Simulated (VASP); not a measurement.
# Na2Nb (I4/mcm) in VASP: notebook, part 2 of 2

VASP 6.6.1. Earlier steps stand in the parts before.

## Step 3: Single point, PBE

This run uses another cell than the first one, of 19.36 Å³/atom.

INCAR

```
  ALGO = Normal
  EDIFF = 1E-6
  ENCUT = 520
  GGA = PE
  ISIF = 2
  ISMEAR = 0
  LASPH = T
  LCHARG = F
  LREAL = F
  LWAVE = F
  NBANDS = 36
  NELM = 100
  PREC = Accurate
  SIGMA = 0.1
```

KPOINTS

```
k-points
0
Gamma
  4 4 4
```

POSCAR

```
Na2Nb
1.0
   -3.2675507952      3.2675507952      2.7199130631
    3.2675507952     -3.2675507952      2.7199130631
    3.2675507952      3.2675507952     -2.7199130631
Na Nb
4 2
Direct
    0.6670000000      0.1670000000      0.8340000000
    0.1670000000      0.3330000000      0.5000000000
    0.3330000000      0.8330000000      0.1660000000
    0.8330000000      0.6670000000      0.5000000000
    0.2500000000      0.2500000000      0.0000000000
    0.7500000000      0.7500000000      0.0000000000
```

Potentials or basis: VASP PAW PBE potentials, release 64 (Na_pv, Nb_sv).

Command:

```
$ cat potpaw_PBE.64/Na_pv/POTCAR potpaw_PBE.64/Nb_sv/POTCAR > POTCAR
$ mpirun -np 1 vasp_std > vasp.out
```

It took 26 s on 1 thread of Intel Xeon 6975P-C (Granite Rapids), shared host; peak memory 0.24 GiB.

It converged, with:

```
Free energy            : -16.4301 eV
Pressure               : 16.7 GPa
Largest force          : 1.158 eV/Å
Band gap on the k mesh : zero (bands 27 and 28 overlap by 0.45 eV)
```

Forces in eV/Å, atoms in the order of the input:
```
Na  -0.819 -0.819  0.000
Na   0.819 -0.819  0.000
Na   0.819  0.819  0.000
Na  -0.819  0.819  0.000
Nb   0.000  0.000  0.000
Nb   0.000  0.000  0.000
```

Stress tensor (GPa, compression positive):
```
22.01  0.00  0.00
 0.00 22.01  0.00
 0.00  0.00  6.05
```

Levels at points of the mesh, in eV from the Fermi level:
| k point | band 24 | band 25 | band 26 | band 27 | band 28 | band 29 | band 30 | band 31 |
| --- | --- | --- | --- | --- | --- | --- | --- | --- |
| (0.00, 0.00, 0.00) | -2.05 | -1.38 | -0.09 | 0.18 | 1.15 | 1.53 | 2.47 | 2.47 |
| (0.50, 0.00, 0.00) | -0.92 | -0.33 | -0.33 | -0.01 | -0.01 | 0.16 | 0.16 | 0.23 |
| (0.50, 0.50, 0.00) | -1.95 | -1.57 | -0.72 | -0.05 | 0.13 | 0.71 | 1.24 | 2.18 |
| (0.50, 0.50, 0.50) | -1.65 | -0.74 | -0.58 | -0.58 | -0.05 | 0.19 | 0.23 | 0.94 |

Caveat: the k points lie up to 0.38 Å⁻¹ apart; forces of over 1 eV/Å act on the atoms, so gaps and moduli don't describe the material at rest.

## Step 4: Single point, PBE

This run uses another cell than the first one, of 29.38 Å³/atom.

INCAR

```
ALGO     = Normal         # electronic algorithm
EDIFF    = 1E-7           # SCF threshold, eV
ENCUT    = 520            # plane-wave cutoff, eV
GGA      = PE             # functional
ISIF     = 2              # what is computed and relaxed
ISMEAR   = 0              # smearing method
LASPH    = True           # aspherical terms in the spheres
LCHARG   = False          # write CHGCAR
LREAL    = False          # projectors in reciprocal space
LWAVE    = False          # write WAVECAR
NBANDS   = 36             # bands
NELM     = 80             # most SCF steps
PREC     = Accurate       # precision mode
SIGMA    = 0.1            # smearing width, eV
```

KPOINTS is that of step 3.

POSCAR

```
Na2Nb
1.0
   -4.3125372693      4.3125372693      2.3697165275
    4.3125372693     -4.3125372693      2.3697165275
    4.3125372693      4.3125372693     -2.3697165275
Na Nb
4 2
Direct
    0.6597393204      0.1597393204      0.8194786409
    0.1597393204      0.3402606796      0.5000000000
    0.3402606796      0.8402606796      0.1805213591
    0.8402606796      0.6597393204      0.5000000000
    0.2500000000      0.2500000000      0.0000000000
    0.7500000000      0.7500000000      0.0000000000
```

Command:

```
$ cat potpaw_PBE.64/Na_pv/POTCAR potpaw_PBE.64/Nb_sv/POTCAR > POTCAR
$ mpirun -np 1 vasp_std > vasp.out
```

Wall time 55 s (1 thread of Intel Xeon 6975P-C (Granite Rapids), shared host); peak memory 0.36 GiB.

Results (log left out):

- Free energy: -21.0247 eV
- Pressure: 0.0 GPa
- Largest force: 0.005 eV/Å
- Band gap on the k mesh: zero (bands 27 and 28 overlap by 0.94 eV)

Forces on the atoms (eV/Å):
```
Na  -0.004 -0.004  0.000
Na   0.004 -0.004  0.000
Na   0.004  0.004  0.000
Na  -0.004  0.004  0.000
Nb   0.000  0.000  0.000
Nb   0.000  0.000  0.000
```

Stress tensor (GPa, compression positive):
```
 0.13  0.00  0.00
 0.00  0.13  0.00
 0.00  0.00 -0.18
```

Levels at points of the mesh, in eV from the Fermi level:
```csv
k point,band 23,band 24,band 25,band 26,band 27,band 28,band 29,band 30,band 31,band 32
"(0.00, 0.00, 0.00)",-2.40,-2.40,-1.27,-0.59,0.46,0.46,0.83,1.77,1.89,2.48
"(0.50, 0.00, 0.00)",-0.67,-0.67,-0.42,-0.42,0.16,0.16,0.29,0.29,1.54,1.54
"(0.50, 0.50, 0.00)",-2.40,-2.35,-2.17,-0.86,-0.73,1.09,1.67,1.74,1.84,2.21
"(0.50, 0.50, 0.50)",-2.36,-1.97,-1.76,-1.27,-1.27,-0.48,0.74,1.71,1.75,1.86
```

Caveat: the k points lie up to 0.38 Å⁻¹ apart, too coarse for converged energies and pressures of a metal.

## Step 5: Relaxation of cell and atoms, PBE

This run uses another cell than the first one, of 19.36 Å³/atom.

INCAR

```
SYSTEM = Na2Nb
  ALGO = Fast
  EDIFF = 1E-6
  EDIFFG = -0.04
  ENCUT = 600
  GGA = PE
  IBRION = 2
  ISIF = 3
  ISMEAR = 0
  LASPH = .TRUE.
  LCHARG = .FALSE.
  LREAL = .FALSE.
  LWAVE = .FALSE.
  NELM = 60
  NSW = 90
  PREC = Accurate
  SIGMA = 0.1
```

KPOINTS

```
k-points
0
G
  4 4 4
  0 0 0
```

POSCAR

```
Na2Nb
1.0
   -3.2675507952      3.2675507952      2.7199130631
    3.2675507952     -3.2675507952      2.7199130631
    3.2675507952      3.2675507952     -2.7199130631
Na Nb
4 2
Direct
    0.6670000000      0.1670000000      0.8340000000
    0.1670000000      0.3330000000      0.5000000000
    0.3330000000      0.8330000000      0.1660000000
    0.8330000000      0.6670000000      0.5000000000
    0.2500000000      0.2500000000      0.0000000000
    0.7500000000      0.7500000000      0.0000000000
```

Command:

```
$ cat potpaw_PBE.64/Na_pv/POTCAR potpaw_PBE.64/Nb_sv/POTCAR > POTCAR
$ mpirun -np 1 vasp_std > vasp.out
```

It took 27 min on 1 thread of Intel Xeon 6975P-C (Granite Rapids), shared host; peak memory 0.37 GiB.

The run converged. Its results:

* Free energy: -20.9543 eV
* Relaxed volume: 29.29 Å³/atom
* Relaxed cell: a = 6.538 Å, b = 6.538 Å, c = 6.538 Å, α = 97.52°, β = 97.52°, γ = 137.59°
* Space group after relaxing (to 0.1 Å): I4/mcm (No. 140)
* Energy gained by relaxing: 754.0 meV/atom
* Ionic steps: 13
* Pressure after relaxing: -0.1 GPa
* Largest force after relaxing: 0.040 eV/Å
* Band gap on the k mesh: zero (bands 27 and 28 overlap by 0.93 eV)

Forces on the atoms (eV/Å):
```
Na   0.028  0.028  0.000
Na  -0.028  0.028  0.000
Na  -0.028 -0.028  0.000
Na   0.028 -0.028  0.000
Nb   0.000  0.000  0.000
Nb   0.000  0.000  0.000
```

Stress tensor (GPa, compression positive):
```
-0.11  0.00  0.00
 0.00 -0.11  0.00
 0.00  0.00  0.07
```

The path:
| step | energy change (eV) | largest force (eV/Å) | pressure (GPa) | volume (Å³) |
| --- | --- | --- | --- | --- |
| 1 | 0.0000 | 1.1584 | 16.63 | 116.16 |
| 2 | -2.5748 | 0.3384 | 1.64 | 152.96 |
| 3 | -2.8393 | 0.1014 | -2.26 | 172.15 |
| 4 | -3.9915 | 0.0020 | -1.91 | 171.89 |
| 5 | -4.4671 | 0.0880 | 1.86 | 169.11 |
| 6 | -4.5099 | 0.0662 | 0.15 | 169.93 |
| 7 | -4.5121 | 0.0711 | 0.42 | 169.73 |
| 8 | -4.5108 | 0.0744 | 0.61 | 169.60 |
| 9 | -4.5156 | 0.0768 | -0.19 | 173.03 |
| 10 | -4.5164 | 0.0762 | 0.00 | 172.07 |
| 11 | -4.5191 | 0.0695 | 0.05 | 172.80 |
| 12 | -4.5236 | 0.0476 | -0.03 | 175.00 |
| 13 | -4.5240 | 0.0399 | -0.05 | 175.72 |

Final structure:
```
Na Nb
1.0
    -4.30994    4.30994    2.36486
     4.30994   -4.30994    2.36486
     4.30994    4.30994   -2.36486
Na Nb
4 2
Direct
  0.65784 0.15784 0.81567
  0.15784 0.34216 0.50000
  0.34216 0.84216 0.18433
  0.84216 0.65784 0.50000
  0.25000 0.25000 0.00000
  0.75000 0.75000 0.00000
```

Levels at points of the mesh, in eV from the Fermi level:
| k point | band 24 | band 25 | band 26 | band 27 | band 28 | band 29 | band 30 | band 31 |
| --- | --- | --- | --- | --- | --- | --- | --- | --- |
| (0.00, 0.00, 0.00) | -2.41 | -1.27 | -0.60 | 0.46 | 0.46 | 0.79 | 1.78 | 1.90 |
| (0.50, 0.00, 0.00) | -0.67 | -0.42 | -0.42 | 0.15 | 0.15 | 0.29 | 0.29 | 1.59 |
| (0.50, 0.50, 0.00) | -2.37 | -2.19 | -0.87 | -0.73 | 1.09 | 1.64 | 1.76 | 1.85 |
| (0.50, 0.50, 0.50) | -1.98 | -1.79 | -1.27 | -1.27 | -0.48 | 0.71 | 1.73 | 1.78 |

Caveat: the k points lie up to 0.38 Å⁻¹ apart in the final cell, too coarse for converged energies and pressures of a metal; the volume moved by over 15 % at a fixed basis, so the end points are rough.

## Step 6: The runs side by side

```tsv
task	cell	k mesh	cutoff (eV)	gap on the mesh (eV)	pressure (GPa)	largest force (eV/Å)
single point	a = 6.540 Å, angles 97.5, 97.5, 137.6°, 6 atoms, atomic positions A	10 × 10 × 10	520	none	-0.1	0.01
single point	a = 5.362 Å, angles 104.9, 104.9, 119.0°, 6 atoms, atomic positions B	4 × 4 × 4	520	none	16.7	1.16
single point	a = 6.543 Å, angles 97.5, 97.5, 137.5°, 6 atoms, atomic positions A	4 × 4 × 4	520	none	0.0	0.01
relaxation of cell and atoms	relaxed from a = 5.362 Å, angles 104.9, 104.9, 119.0°, 6 atoms, atomic positions B	4 × 4 × 4	600	none	-0.1	0.04
```

Alike in all rows: level PBE; potentials or basis VASP PAW PBE potentials, release 64 (Na_pv, Nb_sv); no spin polarisation; smearing gaussian 0.1 eV.

Caveats: some runs use coarse meshes; forces of over 1 eV/Å act on the atoms, so gaps and moduli don't describe the material at rest (at least some runs); the volume moved by over 15 % at a fixed basis, so the end points are rough (at least some runs).

Total energies depend on the potentials used, so only differences within one code and one set of settings carry meaning.
